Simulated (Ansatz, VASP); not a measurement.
## SrCl2: VASP beside Ansatz

INCAR

```
SYSTEM = SrCl2
PREC = Accurate ; ENCUT = 520
EDIFF = 1E-6 ; ISMEAR = 0
SIGMA = 0.05 ; LREAL = .False.
LASPH = .True. ; NELM = 60
ALGO = Normal ; ISIF = 2
LWAVE = .False. ; LCHARG = .False.
GGA = PE ; NBANDS = 19
```

File KPOINTS:

```
regular mesh
0
Gamma
  6 6 6
  0 0 0
```

File POSCAR:

```
SrCl2
1.0
    0.0000000000      3.5003537058      3.5003537058
    3.5003537058      0.0000000000      3.5003537058
    3.5003537058      3.5003537058      0.0000000000
Sr Cl
1 2
Direct
    0.0000000000      0.0000000000      0.0000000000
    0.2500000000      0.2500000000      0.2500000000
    0.7500000000      0.7500000000      0.7500000000
```

Input for Ansatz:

```yaml
crystal:
  lattice:
    - [0.0, 3.5003537058, 3.5003537058]
    - [3.5003537058, 0.0, 3.5003537058]
    - [3.5003537058, 3.5003537058, 0.0]
  atoms:
    - { symbol: Sr, position: [0.0, 0.0, 0.0] }
    - { symbol: Cl, position: [0.25, 0.25, 0.25] }
    - { symbol: Cl, position: [0.75, 0.75, 0.75] }
basis:
  ecutwfc: 420
kpoints:
  mp_grid: { grid: [6, 6, 6] }
hamiltonian:
  xc: pbe
scf:
  occupations: { method: gaussian, width: 0.05 }
output:
  forces: true
  stress: true
  eigenvalues: true
  write_density: true
  write_potential: true
  elf: true
  volumetric_format: npy
```

Alike in both runs: task single point; functional PBE; k mesh 6 × 6 × 6; occupations gaussian, width 0.05 eV; no spin polarisation.

```csv
,VASP,Ansatz
version,VASP 6.6.1,Ansatz 0.2.0
potentials or method,"VASP PAW PBE potentials, release 64 (Sr_sv, Cl), cutoff 520 eV","scalar-relativistic, plane waves, PAW"
valence electrons in the cell,24,24
```

Ansatz gave:

| Property | Result |
| --- | --- |
| gap on the k mesh at the Fermi level (eV) | 5.30 |
| least direct gap on the mesh (eV) | 5.51 |
| pressure (GPa) | 0.6 |

Task: Estimate VASP's values.

Result: gap on the k mesh at the Fermi level (eV): 5.30; least direct gap on the mesh (eV): 5.51; pressure (GPa): 0.7.
